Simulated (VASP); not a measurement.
Input of a VASP 6.6.1 run:

POSCAR

```
Cd2O
1.0
    3.2910774251      0.0000000000      0.0000000000
    0.0000000000      3.2910774251      0.0000000000
    0.0000000000      0.0000000000      9.7379090439
Cd O
4 2
Direct
    0.0000000000      0.5000000000      0.1512614732
    0.0000000000      0.5000000000      0.6512614732
    0.5000000000      0.0000000000      0.3487385268
    0.5000000000      0.0000000000      0.8487385268
    0.0000000000      0.0000000000      0.0000000000
    0.5000000000      0.5000000000      0.5000000000
```

INCAR.step1

```
SYSTEM = Cd2O
PREC = Accurate
ENCUT = 600
ISMEAR = 0
SIGMA = 0.1
LREAL = .FALSE.
LASPH = .TRUE.
NELM = 100
GGA = PE
ALGO = Normal
EDIFF = 1E-4
LWAVE = .TRUE.
LCHARG = .FALSE.
```

The input INCAR.step2:

```
SYSTEM = Cd2O
PREC = Accurate
ENCUT = 600
EDIFF = 1E-6
ISMEAR = 0
SIGMA = 0.1
LREAL = .FALSE.
LASPH = .TRUE.
NELM = 100
ALGO = Normal
ISIF = 3
LWAVE = .FALSE.
LCHARG = .FALSE.
METAGGA = R2SCAN
LMIXTAU = .TRUE.
IBRION = 2
NSW = 90
EDIFFG = -0.04
ISTART = 1
```

File KPOINTS:

```
regular mesh
0
G
  6 6 2
  0 0 0
```

Potentials or basis: VASP PAW PBE potentials, release 64 (Cd, O).

Launch:

```console
$ cat potpaw_PBE.64/Cd/POTCAR potpaw_PBE.64/O/POTCAR > POTCAR
$ cp INCAR.step1 INCAR
$ mpirun -np 1 vasp_std > vasp.out
$ cp INCAR.step2 INCAR
$ mpirun -np 1 vasp_std > vasp.out
```

(1) What does it give for the band gap on the k mesh?

(2) Estimate the space group after relaxing (to 0.05 Å).

(3) Estimate the relaxed cell.

(4) Predict the relaxed volume.

## Answers

(1) zero (band 30 reaches 3.49 eV, above the bottom of band 31 at 1.60 eV).

(2) P4_2/nmc (No. 137).

(3) a = 3.288 Å, b = 3.288 Å, c = 9.944 Å, α = 90.00°, β = 90.00°, γ = 90.00°.

(4) 17.92 Å³/atom.

Caveat: the PAW data sets were made with another functional, which shifts forces and pressure a little.
